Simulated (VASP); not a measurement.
# BAs (Pm-3m) in VASP: a series of runs, part 2 of 2

VASP 6.6.1. Earlier steps stand in the parts before.

## 4. Single point, r2SCAN

Input file POSCAR:

```
BAs
1.0
    2.9251576732      0.0000000000      0.0000000000
    0.0000000000      2.9251576732      0.0000000000
    0.0000000000      0.0000000000      2.9251576732
B As
1 1
Direct
    0.0000000000      0.0000000000      0.0000000000
    0.5000000000      0.5000000000      0.5000000000
```

Input file INCAR.step1:

```
  ALGO = Normal
  EDIFF = 1E-5
  ENCUT = 550
  GGA = PE
  GGA_COMPAT = False
  ISMEAR = -1
  LASPH = True
  LCHARG = False
  LREAL = False
  LWAVE = True
  NBANDS = 11
  NELM = 120
  PREC = Accurate
  SIGMA = 0.02
```

Input file INCAR.step2:

```
  ALGO = Normal
  EDIFF = 1E-6
  ENCUT = 550
  GGA_COMPAT = False
  ISIF = 2
  ISMEAR = -1
  ISTART = 1
  LASPH = True
  LCHARG = False
  LMIXTAU = True
  LREAL = False
  LWAVE = False
  METAGGA = R2SCAN
  NBANDS = 11
  NELM = 120
  PREC = Accurate
  SIGMA = 0.02
```

Input file KPOINTS:

```
k-points
0
Gamma
  4 4 4
```

Potentials or basis: VASP PAW PBE potentials, release 64 (B, As).

On the command line:

```bash
$ cat potpaw_PBE.64/B/POTCAR potpaw_PBE.64/As/POTCAR > POTCAR
$ cp INCAR.step1 INCAR
$ mpirun -np 1 vasp_std > vasp.out
$ cp INCAR.step2 INCAR
$ mpirun -np 1 vasp_std > vasp.out
```

OUTCAR:

```text
EDIFF = 1E-6
   ENCUT = 550
   ISIF = 2
   ISMEAR = -1
   ISTART = 1
   LASPH = True
   LREAL = False
   METAGGA = R2SCAN
   NELM = 120
   PREC = Accurate

 ion  position               nearest neighbor table
   1  0.000  0.000  0.000-   2 2.53   2 2.53   2 2.53   2 2.53   2 2.53   2 2.53   2 2.53   2 2.53

   2  0.500  0.500  0.500-   1 2.53   1 2.53   1 2.53   1 2.53   1 2.53   1 2.53   1 2.53   1 2.53

  LATTYP: Found a simple cubic cell.
 ALAT       =     2.9251576732

  Lattice vectors:

 A1 = (   2.9251576732,   0.0000000000,   0.0000000000)
 A2 = (   0.0000000000,   2.9251576732,   0.0000000000)
 A3 = (   0.0000000000,   0.0000000000,   2.9251576732)

Analysis of symmetry for initial positions (statically):
=====================================================================
 Subroutine PRICEL returns:
 Original cell was already a primitive cell.

 Routine SETGRP: Setting up the symmetry group for a
 simple cubic supercell.

 Subroutine GETGRP returns: Found 48 space group operations
 (whereof 48 operations were pure point group operations)
 out of a pool of 48 trial point group operations.

[... 156 lines left out ...]
      1      -9.5288      2.00000
      2       6.2991      2.00000
      3       6.2991      2.00000
      4       6.2991      2.00000
      5       7.1481      1.99980
      6      13.2035      0.00000
      7      13.2035      0.00000
      8      17.3476      0.00000
      9      17.3476      0.00000
     10      17.3476      0.00000
     11      27.0111      0.00000
[... 113 lines left out ...]
 k-point    10 :       0.5000    0.5000    0.5000
  band No.  band energies     occupation
      1      -0.3539      2.00000
      2       3.8635      2.00000
      3       3.8635      2.00000
      4       3.8635      2.00000
      5       4.4840      2.00000
      6       5.1994      2.00000
      7       5.1994      2.00000
      8       5.1994      2.00000
      9      28.1841      0.00000
     10      28.1841      0.00000
     11      28.1841      0.00000

------------------------ aborting loop because EDIFF is reached ----------------------------------------

  FORCE on cell =-STRESS in cart. coord.  units (eV):
  Direction    XX          YY          ZZ          XY          YZ          ZX
  --------------------------------------------------------------------------------------
  -------------------------------------------------------------------------------------
  Total       -0.4883449     -0.4883449     -0.4883449     -0.0000000      0.0000000     -0.0000000
  in kB      -31.2600277    -31.2600277    -31.2600277     -0.0000000      0.0000000     -0.0000000
  external PRESSURE =     -31.2600277 kB  Pullay stress =       0.0000000 kB

 VOLUME and BASIS-vectors are now :
 -----------------------------------------------------------------------------
  energy-cutoff  :      550.00
  volume of cell :       25.03
      direct lattice vectors                 reciprocal lattice vectors
     2.925157673  0.000000000  0.000000000     0.341861914  0.000000000  0.000000000
     0.000000000  2.925157673  0.000000000     0.000000000  0.341861914  0.000000000
     0.000000000  0.000000000  2.925157673     0.000000000  0.000000000  0.341861914

 POSITION                                       TOTAL-FORCE (eV/Angst)
 -----------------------------------------------------------------------------------
      0.00000      0.00000      0.00000         0.000000      0.000000      0.000000
      1.46258      1.46258      1.46258         0.000000      0.000000      0.000000
 -----------------------------------------------------------------------------------
    total drift:                                0.000000     -0.000000     -0.000000

  FREE ENERGIE OF THE ION-ELECTRON SYSTEM (eV)
  ---------------------------------------------------
  free  energy   TOTEN  =       -18.8017119890 eV

  energy  without entropy=      -18.7995594637  energy(sigma->0) =      -18.80063573
```

It took 26 s on 1 thread of AMD EPYC 7R13, shared host; peak memory 0.11 GiB.

What came out:

```
Free energy            : -18.8017 eV
Pressure               : -3.1 GPa
Band gap on the k mesh : zero (band 4 reaches 10.38 eV, above the bottom of band 5 at 4.48 eV)
```

Levels at points of the mesh, in eV from the Fermi level:
```csv
k point,band 1,band 2,band 3,band 4,band 5,band 6,band 7,band 8,band 9
"(0.00, 0.00, 0.00)",-16.86,-1.03,-1.03,-1.03,-0.18,5.87,5.87,10.02,10.02
"(0.50, 0.00, 0.00)",-13.66,-10.88,3.05,3.05,3.23,3.23,3.81,4.79,9.27
"(0.50, 0.50, 0.00)",-10.45,-7.39,-7.39,-5.97,4.51,5.23,7.72,7.72,12.86
"(0.50, 0.50, 0.50)",-7.69,-3.47,-3.47,-3.47,-2.85,-2.13,-2.13,-2.13,20.85
```

Caveat: the k points lie up to 0.54 Å⁻¹ apart; the PAW data sets were made with another functional, which shifts forces and pressure a little.

## 5. Single point, PBE, non-collinear spin, zero start, spin-orbit coupling

Input file INCAR:

```
  ALGO = Normal
  EDIFF = 1E-6
  ENCUT = 500
  GGA = PE
  GGA_COMPAT = F
  ISIF = 2
  ISMEAR = -1
  LASPH = T
  LCHARG = T
  LORBIT = 11
  LORBMOM = T
  LREAL = F
  LSORBIT = T
  LVHAR = T
  LWAVE = F
  MAGMOM = 0 0 0 0 0 0
  NBANDS = 20
  NELM = 200
  PREC = Accurate
  SIGMA = 0.02
```

Input file KPOINTS:

```
k-points
0
Gamma
  6 6 6
```

POSCAR is that of step 4.

On the command line:

```bash
$ cat potpaw_PBE.64/B/POTCAR potpaw_PBE.64/As/POTCAR > POTCAR
$ mpirun -np 1 vasp_ncl > vasp.out
```

Run time: 30 s. Hardware: 1 thread of AMD EPYC 7R13, shared host; peak memory 0.17 GiB.

The run converged. Its results:

```
Free energy                                           : -8.3923 eV
Pressure                                              : 2.5 GPa
Net moment                                            : 0.00 μB per cell
Valence electrons inside the program's atomic spheres : B 1.52; As 2.66
```

Moments on the atoms (μB; x, y, z):
```
B   0.00 0.00 0.00
As  0.00 0.00 0.00
```

## 6. Overview

```tsv
level	spin	k mesh	cutoff (eV)	gap on the mesh (eV)	pressure (GPa)
PBE	off	4 × 4 × 4	500	none	-2.0
PBE	off	6 × 6 × 6	500	none	2.5
r2SCAN	off	4 × 4 × 4	550	none	-3.1
PBE	non-collinear, zero start, SOC	6 × 6 × 6	500	-	2.5
```

Alike in all rows: task single point; potentials or basis VASP PAW PBE potentials, release 64 (B, As); cell as given; smearing fermi-dirac 0.02 eV.

Caveats: some runs use coarse meshes; the PAW data sets were made with another functional, which shifts forces and pressure a little (some runs).

Absolute energies hang on the potentials; compare differences alone.
